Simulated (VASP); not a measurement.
Wanted: the native input for a VASP 6.6.1 run.

```yaml
Task: single point
Functional: PBE
Potentials_or_basis: VASP PAW PBE potentials, release 64 (Ga_d, Sb)
Cutoff: 520 eV
k_mesh: 6 × 4 × 4
Occupations: gaussian, width 0.1 eV
Spin: no spin polarisation
Dipole_correction: no
Further_INCAR_settings: ALGO = Fast; EDIFF = 1e-06; NBANDS = 30
```

The structure of Ga3Sb lies in POSCAR:

```
Ga3Sb
1.0
    3.3900099700      0.0000000000      0.0000000000
    0.0000000000      5.3397587300      0.0000000000
    0.0000000000      0.0000000000      5.6747982800
Ga Sb
3 1
Direct
    0.5000000000      0.0000000000      0.7986036400
    0.5000000000      0.0000000000      0.2013963600
    0.5000000000      0.0000000000      0.5000000000
    0.5000000000      0.5000000000      0.0000000000
```

The input as run:

INCAR

```
PREC = Accurate ; ENCUT = 520
EDIFF = 1E-6 ; ISMEAR = 0
SIGMA = 0.1 ; LREAL = False
LASPH = True ; NELM = 60
ALGO = Fast ; ISIF = 2
LWAVE = False ; LCHARG = False
GGA = PE ; NBANDS = 30
```

KPOINTS

```
Automatic mesh
0
Gamma
  6 4 4
```

Potentials or basis: VASP PAW PBE potentials, release 64 (Ga_d, Sb).

Run with:

```sh
$ cat potpaw_PBE.64/Ga_d/POTCAR potpaw_PBE.64/Sb/POTCAR > POTCAR
$ mpirun -np 1 vasp_std > vasp.out
```

It gave:

| Quantity | Value |
| --- | --- |
| Pressure | 43.7 GPa |
| Largest force | 22.769 eV/Å |
| Band gap on the k mesh | zero (band 22 reaches 6.16 eV, above the bottom of band 23 at 3.08 eV) |

Caveat: spin-orbit coupling is left out, which moves the levels of the heavy elements; forces of over 1 eV/Å act on the atoms, so gaps and moduli don't describe the material at rest.

It took 42 s on 1 thread of Intel(R) Xeon(R) 6975P-C (Granite Rapids), on a shared host, peak memory 0.26 GiB.
